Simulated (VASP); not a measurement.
# Si16O31 (a cell with a defect) in VASP: a series of runs

The runs below take Si16O31 (a cell with a defect) through single point, with PBE.

Program: VASP 6.6.1. These are calculated values, not measurements. Logs are shortened: lines on timing, memory, paths and dates and some standing lists are left out, and cuts for length are marked.

### Step 1. The cell of the first run

The cell holds a defect, 47 atoms: a = 10.067 Å, b = 8.755 Å, c = 8.212 Å, α = 90.00°, β = 90.00°, γ = 90.00°.

### Step 2. Single point, PBE

INCAR reads:

```
SYSTEM = Si16O31
  PREC = Accurate
  ENCUT = 520
  EDIFF = 1E-6
  ISMEAR = 0
  SIGMA = 0.05
  LREAL = Auto
  LASPH = .TRUE.
  NELM = 120
  ALGO = Normal
  ISIF = 2
  LWAVE = .FALSE.
  LCHARG = .FALSE.
  GGA = PE
  NBANDS = 154
  NELECT = 252.0
  GGA_COMPAT = .FALSE.
  KPAR = 2
  NCORE = 2
```

KPOINTS reads:

```
regular mesh
0
G
  2 2 2
  0 0 0
```

POSCAR reads:

```
Si16O31
1.0
  -10.0670000000      0.0000000000      0.0000000000
    0.0000000000     -8.7549000000      0.0000000000
    0.0000000000      0.0000000000      8.2118000000
Si O
16 31
Direct
    0.4315480282      0.3255711659      0.5655499403
    0.5393678355      0.6852375241      0.0490429626
    0.5101421476      0.3368913408      0.9434514966
    0.4945748485      0.6614321123      0.4389582065
    0.2437849409      0.8160065792      0.5812064346
    0.2622561836      0.1667645547      0.0606750043
    0.3222527069      0.8120107597      0.9708540150
    0.1807975564      0.1502951490      0.4411692930
    0.9344963743      0.3360295377      0.5608996809
    0.0825728618      0.7078139099      0.0416816045
    0.0242619450      0.3607788781      0.9365425364
    0.9959066256      0.6648174165      0.4227581042
    0.7433353531      0.8269987093      0.5660109842
    0.7725821993      0.1793552182      0.0653716603
    0.8030141055      0.8340483615      0.9461253318
    0.6880001987      0.1636073513      0.4426645802
    0.5209004669      0.6516958503      0.2480968850
    0.4656094169      0.3110160025      0.7555330135
    0.4350918844      0.5002115387      0.5060393580
    0.5562677064      0.5098105061     -0.0292518084
    0.5359351346      0.2242869707      0.4590173896
    0.4913645575      0.8172252110      0.9185996980
    0.3842091984      0.2924483432      0.0594662559
    0.6367488825      0.6911097785      0.5315203731
    0.2153575047      0.1528836423      0.2504057576
    0.2614114433      0.8057069755      0.7731177087
    0.1866870965     -0.0197724703      0.5155359361
    0.3108683818      0.0076560555     -0.0097834823
    0.3852582696      0.7917343431      0.4842320807
    0.1342653223      0.2256507784      0.9566319199
    0.2820933744      0.2617126409      0.5393886846
    0.0201396642      0.6764827696      0.2317513822
   -0.0196372306      0.3629262470      0.7455261940
    0.9329884772      0.4971112177      0.4658361139
    0.0971626105      0.5174469154     -0.0138259578
    0.0306626602      0.2146178711      0.4682400935
    0.9426827257      0.7460240551      0.9339731849
    0.8888421575      0.3068454237      0.0346362551
    0.1346700109      0.6875674194      0.5226373024
    0.7395132612      0.1860152600      0.2587234224
    0.7542166485      0.8549794972      0.7578803673
    0.6871016192     -0.0161156609      0.4848240337
    0.8230430118      0.0099997716      0.0158263718
    0.8864709447      0.7917246342      0.4818200638
    0.6355128638      0.2204347280      0.9700068195
    0.7016036555      0.7388460177      0.0599481234
    0.7848625211      0.2627558282      0.5624267517
```

Potentials or basis: VASP PAW PBE potentials, release 64 (Si, O).

The run is started by

```sh
> cat potpaw_PBE.64/Si/POTCAR potpaw_PBE.64/O/POTCAR > POTCAR
> mpirun -np 4 vasp_std > vasp.out
```

OUTCAR:

```text
SYSTEM = Si16O31
   PREC = Accurate
   ENCUT = 520
   EDIFF = 1E-6
   ISMEAR = 0
   LREAL = Auto
   LASPH = .TRUE.
   NELM = 120
   ISIF = 2
   GGA = PE
   NELECT = 252.0

 ion  position               nearest neighbor table
   1  0.432  0.326  0.566-  18 1.60  19 1.61  31 1.62  21 1.63  16 3.11   8 3.13
   2  0.539  0.685  0.049-  22 1.65  17 1.67  20 1.67  46 1.70   7 2.53  15 3.08
   3  0.510  0.337  0.943-  20 1.60  18 1.62  23 1.63  45 1.64   6 3.06  14 3.14
   4  0.495  0.661  0.439-  17 1.59  29 1.63  19 1.63  24 1.64  13 3.08   5 3.09
   5  0.244  0.816  0.581-  26 1.59  27 1.64  39 1.64  29 1.65   4 3.09  12 3.11
   6  0.262  0.167  0.061-  28 1.59  30 1.63  25 1.63  23 1.65   3 3.06  11 3.11
   7  0.322  0.812  0.971-  28 1.72  26 1.74  22 1.76   2 2.53  10 2.64
   8  0.181  0.150  0.441-  25 1.60  27 1.61  31 1.63  36 1.63   9 3.12   1 3.13
   9  0.934  0.336  0.561-  33 1.60  34 1.61  36 1.63  47 1.64  16 3.06   8 3.12
  10  0.083  0.708  0.042-  37 1.70  32 1.70  35 1.73   7 2.64  15 3.12
  11  0.024  0.361  0.937-  35 1.61  30 1.63  33 1.63  38 1.65   6 3.11
  12  0.996  0.665  0.423-  32 1.59  39 1.63  34 1.64  44 1.64   5 3.11  13 3.14
  13  0.743  0.827  0.566-  41 1.60  24 1.63  44 1.63  42 1.63   4 3.08  12 3.14
  14  0.773  0.179  0.065-  43 1.62  40 1.62  45 1.63  38 1.64   3 3.14
  15  0.803  0.834  0.946-  37 1.61  46 1.62  41 1.63  43 1.66   2 3.08  10 3.12
  16  0.688  0.164  0.443-  40 1.61  42 1.61  21 1.63  47 1.63   9 3.06   1 3.11
  17  0.521  0.652  0.248-   4 1.59   2 1.67
  18  0.466  0.311  0.756-   1 1.60   3 1.62
  19  0.435  0.500  0.506-   1 1.61   4 1.63
  20  0.556  0.510  0.971-   3 1.60   2 1.67
  21  0.536  0.224  0.459-  16 1.63   1 1.63
  22  0.491  0.817  0.919-   2 1.65   7 1.76
[... 23 lines left out ...]
  46  0.702  0.739  0.060-  15 1.62   2 1.70
  47  0.785  0.263  0.562-  16 1.63   9 1.64

  LATTYP: Found a simple orthorhombic cell.
 ALAT       =     8.2118000000
 B/A-ratio  =     1.0661365352
 C/A-ratio  =     1.2259187998

  Lattice vectors:

 A1 = (   0.0000000000,   0.0000000000,  -8.2118000000)
 A2 = (   0.0000000000,  -8.7549000000,   0.0000000000)
 A3 = ( -10.0670000000,   0.0000000000,   0.0000000000)

Analysis of symmetry for initial positions (statically):
=====================================================================
 Subroutine PRICEL returns:
 Original cell was already a primitive cell.

 Routine SETGRP: Setting up the symmetry group for a
 simple orthorhombic supercell.

 Subroutine GETGRP returns: Found  1 space group operations
 (whereof  1 operations were pure point group operations)
 out of a pool of  8 trial point group operations.

The static configuration has the point symmetry C_1 .

Analysis of symmetry for dynamics (positions and initial velocities):
=====================================================================
 Subroutine PRICEL returns:
 Original cell was already a primitive cell.

 Routine SETGRP: Setting up the symmetry group for a
 simple orthorhombic supercell.

 Subroutine GETGRP returns: Found  1 space group operations
 (whereof  1 operations were pure point group operations)
 out of a pool of  8 trial point group operations.

The dynamic configuration has the point symmetry C_1 .

 Subroutine INISYM returns: Found  1 space group operations
 (whereof  1 operations are pure point group operations),
 and found     1 'primitive' translations

----------------------------------------------------------------------------------------

                                     Primitive cell

  volume of cell :     723.7517

  direct lattice vectors                    reciprocal lattice vectors
   -10.067000000  0.000000000  0.000000000    -0.099334459  0.000000000  0.000000000
     0.000000000 -8.754900000  0.000000000     0.000000000 -0.114221750  0.000000000
     0.000000000  0.000000000  8.211800000     0.000000000  0.000000000  0.121775981

  length of vectors
    10.067000000  8.754900000  8.211800000     0.099334459  0.114221750  0.121775981

[... 50 lines left out ...]
   IALGO  =     38    algorithm
   IMIX   =      4    mixing-type and parameters
     AMIX     =   0.40;   BMIX     =  1.00
     AMIX_MAG =   1.60;   BMIX_MAG =  1.00
  volume/ion in A,a.u.               =      15.40       103.92
  Fermi-wavevector in a.u.,A,eV,Ry     =   1.151715  2.176426 18.047423  1.326448
  Thomas-Fermi vector in A             =   2.288371
   LORBIT       =      0    0 simple, 1 ext, 2 COOP (PROOUT), +10 PAW based schemes
   GGA     = PE    functional components
   LHFCALC =     F    Hartree Fock is set to
   AEXX    =    0.0000 exact exchange contribution
   IVDW    =     0    specifies the selected vdW correction
   LEPSILON=     F    determine dielectric tensor
   LRPA    =     F    only Hartree local field effects (RPA)
 non-spin polarized calculation
 Gauss-broadening in eV      SIGMA  =   0.05
  energy-cutoff  :      520.00
  volume of cell :      723.75
 maximum number of plane-waves:     19527
 NGX is ok and might be reduce to    80
   NGX = 37   NGY = 33   NGZ = 31

 number of electron     252.0000023 magnetization

 Free energy of the ion-electron system (eV)
  ---------------------------------------------------
  ext. energy  EPLUGINS =         0.00000000
  ---------------------------------------------------
  free energy    TOTEN  =      -359.03831575 eV

  energy without entropy =     -359.03831575  energy(sigma->0) =     -359.03831575

 E-fermi :   4.6419     XC(G=0):  -8.1974

 val. band max:        4.3223978907   @ k =   0.0000   0.5000   0.5000
 cond. band min:       5.2914950216   @ k =   0.0000   0.0000   0.0000
 fundamental gap:      0.9690971309
 Fermi energy:         4.6418882588

 k-point     1 :       0.0000    0.0000    0.0000
  band No.  band energies     occupation
      1     -19.8198      2.00000
      2     -19.3598      2.00000
      3     -19.3459      2.00000
      4     -19.2214      2.00000
      5     -19.0874      2.00000
      6     -18.8442      2.00000
[... 130 lines left out ...]
    137       8.3928      0.00000
    138       8.4101      0.00000

 k-point     2 :       0.5000    0.0000    0.0000
  band No.  band energies     occupation
      1     -19.7313      2.00000
      2     -19.6369      2.00000
      3     -19.1555      2.00000
      4     -19.0808      2.00000
      5     -19.0110      2.00000
      6     -18.9870      2.00000
[... 976 lines left out ...]
    137       8.4332      0.00000
    138       8.4959      0.00000
 [bands above 138 left out]

------------------------ aborting loop because EDIFF is reached ----------------------------------------

  FORCE on cell =-STRESS in cart. coord.  units (eV):
  Direction    XX          YY          ZZ          XY          YZ          ZX
  --------------------------------------------------------------------------------------
  -------------------------------------------------------------------------------------
  Total       14.5188972     13.2922957     21.0844921     -3.4603054     -0.3601849     -1.6204630
  in kB       32.1406451     29.4253037     46.6749761     -7.6601167     -0.7973454     -3.5872370
  external PRESSURE =      36.0803083 kB  Pullay stress =       0.0000000 kB

 VOLUME and BASIS-vectors are now :
 -----------------------------------------------------------------------------
  energy-cutoff  :      520.00
  volume of cell :      723.75
      direct lattice vectors                 reciprocal lattice vectors
   -10.067000000  0.000000000  0.000000000    -0.099334459  0.000000000  0.000000000
     0.000000000 -8.754900000  0.000000000     0.000000000 -0.114221750  0.000000000
     0.000000000  0.000000000  8.211800000     0.000000000  0.000000000  0.121775981

 POSITION                                       TOTAL-FORCE (eV/Angst)
 -----------------------------------------------------------------------------------
     -4.34439     -2.85034      4.64418         0.000712      0.034162     -0.029820
     -5.42982     -5.99919      0.40273         0.209465     -0.159566      0.072721
     -5.13560     -2.94945      7.74743        -0.003752      0.013619     -0.049574
     -4.97888     -5.79077      3.60464        -0.028978     -0.010096      0.001238
     -2.45418     -7.14406      4.77275        -0.068061      0.111582      0.086797
     -2.64013     -1.46001      0.49825         0.010696      0.195031      0.076752
[... 39 lines left out ...]
     -7.06304     -6.46852      0.49228        -0.013969     -0.057326      0.000393
     -7.90121     -2.30040      4.61854         0.065103      0.042416      0.015511
 -----------------------------------------------------------------------------------
    total drift:                               -0.003164     -0.001030      0.010309

  FREE ENERGIE OF THE ION-ELECTRON SYSTEM (eV)
  ---------------------------------------------------
  free  energy   TOTEN  =      -359.0383157496 eV

  energy  without entropy=     -359.0383157496  energy(sigma->0) =     -359.03831575
```

Wall time 15 min (4 MPI ranks of Intel Xeon Platinum 8259CL at 2.50GHz (Skylake/Cascade Lake), shared host); peak memory 0.6 GiB.

Results:

```
Free energy   : -359.0383 eV
Largest force : 0.755 eV/Å
```

Forces in eV/Å, atoms in the order of the input:
```
Si   0.001  0.034 -0.030
Si   0.209 -0.160  0.073
Si  -0.004  0.014 -0.050
Si  -0.029 -0.010  0.001
Si  -0.068  0.112  0.087
Si   0.011  0.195  0.077
Si  -0.210  0.350 -0.131
Si  -0.042  0.034  0.119
Si   0.014  0.046  0.065
Si   0.151  0.022 -0.060
Si  -0.085  0.044 -0.040
Si  -0.018 -0.045 -0.047
Si   0.109 -0.062 -0.033
Si  -0.083 -0.051  0.017
Si   0.138  0.005  0.013
Si   0.009  0.026 -0.098
O   -0.051  0.019  0.013
O   -0.002  0.040 -0.016
O   -0.056 -0.115  0.009
O    0.032 -0.104  0.001
O   -0.082  0.002 -0.034
O   -0.449 -0.310 -0.522
O    0.029  0.138 -0.032
O    0.087 -0.023 -0.016
O    0.069  0.002  0.089
O    0.072  0.116 -0.196
O   -0.002  0.029  0.085
O    0.105  0.244  0.313
O    0.064 -0.005  0.013
O   -0.113  0.102 -0.026
O   -0.011 -0.004 -0.039
O    0.037 -0.114  0.088
O   -0.048 -0.040  0.000
O   -0.025  0.005 -0.025
O    0.335 -0.042  0.151
O   -0.010  0.014 -0.057
O    0.091 -0.082 -0.025
O   -0.081 -0.077  0.004
O    0.019  0.029  0.042
O   -0.032 -0.075  0.005
O   -0.068 -0.073  0.017
O   -0.012 -0.051 -0.022
O   -0.011 -0.114  0.037
O    0.055  0.050  0.152
O   -0.094 -0.098  0.011
O   -0.014 -0.057  0.000
O    0.065  0.042  0.016
```

Levels at points of the mesh, in eV from the Fermi level:
```tsv
k point	band 122	band 123	band 124	band 125	band 126	band 127	band 128	band 129	band 130	band 131
(0.00, 0.00, 0.00)	-4.72	-4.68	-4.07	-3.51	-0.33	0.65	2.15	2.39	2.63	2.64
(0.50, 0.00, 0.00)	-4.76	-4.61	-4.12	-3.46	-0.43	1.25	1.41	2.20	2.66	2.86
(0.00, 0.50, 0.00)	-4.70	-4.62	-4.10	-3.50	-0.32	1.06	1.58	2.23	2.69	2.81
(0.50, 0.50, 0.00)	-4.75	-4.62	-4.15	-3.44	-0.40	1.51	1.63	2.12	2.17	2.45
(0.00, 0.00, 0.50)	-4.89	-4.67	-4.08	-3.47	-0.32	1.14	1.60	2.22	2.61	2.73
(0.50, 0.00, 0.50)	-4.79	-4.69	-4.13	-3.43	-0.38	1.53	1.72	2.06	2.30	2.46
(0.00, 0.50, 0.50)	-4.88	-4.60	-4.11	-3.46	-0.32	1.53	1.81	1.86	2.21	2.66
(0.50, 0.50, 0.50)	-4.77	-4.71	-4.17	-3.42	-0.36	1.70	2.15	2.18	2.21	2.30
```

Caveat: the cell carries a net charge on a neutralising background, which shifts energy and pressure; the cell is charged against a uniform background, so pressure and absolute levels hang on convention.

### Step 3. Single point, PBE

INCAR reads:

```
SYSTEM = Si16O31
PREC = Accurate
ENCUT = 520
EDIFF = 1E-6
ISMEAR = 0
SIGMA = 0.05
LREAL = Auto
LASPH = .TRUE.
NELM = 120
ALGO = Normal
ISIF = 2
LWAVE = .FALSE.
LCHARG = .TRUE.
GGA = PE
LVHAR = .TRUE.
NBANDS = 154
NELECT = 252.0
GGA_COMPAT = .FALSE.
KPAR = 2
NCORE = 2
```

KPOINTS reads:

```
Automatic mesh
0
G
  2 2 2
  0 0 0
```

POSCAR reads:

```
Si16O31
1.0
  -10.0670000000      0.0000000000      0.0000000000
    0.0000000000     -8.7549000000      0.0000000000
    0.0000000000      0.0000000000      8.2118000000
Si O
16 31
Direct
    0.4832882686      0.3281018630      0.5651339536
    0.5217341810      0.6705690528      0.0606489442
    0.5235747492      0.3375721025      0.9422087727
    0.4743958478      0.6672456567      0.4342365864
    0.2288015298      0.8309925870      0.5655343530
    0.2705791199      0.1657410136      0.0648953944
    0.2735852786      0.8306715097      0.9340857059
    0.2267491805      0.1642361420      0.4339902336
    0.9787647760      0.3255696810      0.5616102438
    0.0228487136      0.6647908029      0.0630928664
    0.0176705076      0.3369412558      0.9369643683
    0.9785773319      0.6674852939      0.4409546019
    0.7336856064      0.8328602268      0.5643323023
    0.7733325718      0.1728419514      0.0576750530
    0.7723011821      0.8279098562      0.9306393239
    0.7287812655      0.1660852780      0.4386173555
    0.4959892719      0.6663035557      0.2538841667
    0.5012474421      0.3232903860      0.7494926813
    0.4648247740      0.5068700956      0.5011263060
    0.5291040032      0.5086409896     -0.0023568523
    0.5967015993      0.2526202469      0.4743460630
    0.4104378663      0.7510846497      0.9787980711
    0.4061493990      0.2506404414      0.0211382401
    0.5880483759      0.7533811922      0.5228241068
    0.2476788517      0.1674118494      0.2455241238
    0.2550751962      0.8371620464      0.7461784262
    0.2196999106     -0.0008484392      0.5044872013
    0.2725882587      0.0016401101     -0.0074502545
    0.3474899176      0.7547591634      0.4745771938
    0.1585623324      0.2478262459      0.9715863757
    0.3437933843      0.2530734789      0.5224132346
    0.0018208006      0.6752425499      0.2502396551
    0.0031369822      0.3294042194      0.7508113934
    0.9644166087      0.4981627431      0.4969596191
    0.0282684017      0.4963582679      0.0002916535
    0.0931501937      0.2487295115      0.4755930490
    0.9096979239      0.7480655404      0.9785502569
    0.9112172445      0.2441205496      0.0229809542
    0.0923743916      0.7516699220      0.5272444531
    0.7483287971      0.1644507647      0.2529055749
    0.7543097248      0.8324325806      0.7461002460
    0.7205893513     -0.0052841266      0.5038774690
    0.7723306844     -0.0048668746      0.0041553618
    0.8398541770      0.7499481433      0.4767843834
    0.6550190722      0.2494012496      0.9795172800
    0.6595702791      0.7512433037      0.0189679486
    0.8373689282      0.2523804955      0.5261545581
```

Potentials or basis: VASP PAW PBE potentials, release 64 (Si, O).

The run is started by

```sh
> cat potpaw_PBE.64/Si/POTCAR potpaw_PBE.64/O/POTCAR > POTCAR
> mpirun -np 4 vasp_std > vasp.out
```

It took 10 min on 4 MPI ranks of Oxide Virtual Turin-like, shared host; peak memory 0.59 GiB.

Results (log left out):

```
Free energy   : -348.2752 eV
Largest force : 6.427 eV/Å
```

Forces in eV/Å, atoms in the order of the input:
```
Si   3.193 -3.575 -1.578
Si  -3.336 -0.965  3.847
Si   0.389 -0.146 -1.525
Si  -1.379 -0.988  2.054
Si   0.147  0.207 -2.337
Si  -1.375 -0.493 -3.308
Si   3.710  2.444  2.975
Si  -0.936 -0.469  0.913
Si   2.568 -2.539  1.031
Si  -5.699 -1.837 -0.620
Si  -3.945  3.023 -0.694
Si   1.710  0.410 -1.401
Si   6.182  1.553 -0.817
Si  -0.862  3.967  2.757
Si  -3.069 -1.659  1.499
Si   1.400  2.478 -0.400
O   -0.976 -0.031 -5.426
O   -0.574 -0.249  2.687
O    0.073  5.578  2.084
O   -0.457  3.426 -1.147
O   -0.530  0.724 -1.484
O    2.805 -2.623 -2.612
O    0.635  0.548  1.370
O   -3.070 -1.609  1.739
O    0.396  0.131  3.271
O   -0.734  0.060  1.549
O    0.471 -0.776 -0.581
O   -0.765  0.486  0.047
O    2.638 -1.021 -0.340
O    2.452 -1.909 -1.330
O    0.281  0.253  0.121
O    0.302  0.087  1.666
O    0.367  0.048 -1.918
O    0.011  1.292  0.532
O   -0.173 -2.430  1.165
O   -1.476  1.229 -1.890
O    2.674 -1.632 -2.235
O    1.271  1.257  1.624
O   -0.693 -0.485  1.355
O   -0.614 -0.145 -2.848
O   -0.354  0.094  1.457
O    0.442 -4.239 -1.290
O   -0.550 -1.584 -0.001
O   -4.132  2.778 -2.901
O    1.277 -1.429 -1.508
O    3.024  2.192  2.285
O   -2.719 -1.432  2.164
```

Levels at points of the mesh, in eV from the Fermi level:
| k point | band 124 | band 125 | band 126 | band 127 | band 128 | band 129 |
| --- | --- | --- | --- | --- | --- | --- |
| (0.00, 0.00, 0.00) | -6.17 | -4.20 | -0.82 | 0.18 | 0.85 | 0.93 |
| (0.50, 0.00, 0.00) | -6.24 | -4.12 | -0.60 | -0.15 | 0.37 | 1.06 |
| (0.00, 0.50, 0.00) | -6.25 | -4.17 | -0.43 | 0.02 | 0.30 | 1.00 |
| (0.50, 0.50, 0.00) | -6.26 | -4.10 | -0.18 | 0.08 | 0.14 | 0.61 |
| (0.00, 0.00, 0.50) | -6.18 | -4.17 | -0.30 | 0.00 | 0.29 | 1.05 |
| (0.50, 0.00, 0.50) | -6.28 | -4.09 | -0.13 | 0.06 | 0.31 | 0.62 |
| (0.00, 0.50, 0.50) | -6.31 | -4.15 | 0.04 | 0.23 | 0.36 | 0.54 |
| (0.50, 0.50, 0.50) | -6.34 | -4.08 | 0.04 | 0.47 | 0.51 | 0.63 |

Caveat: the k points lie up to 0.38 Å⁻¹ apart; the cell carries a net charge on a neutralising background, which shifts energy and pressure; the cell is charged against a uniform background, so pressure and absolute levels hang on convention.
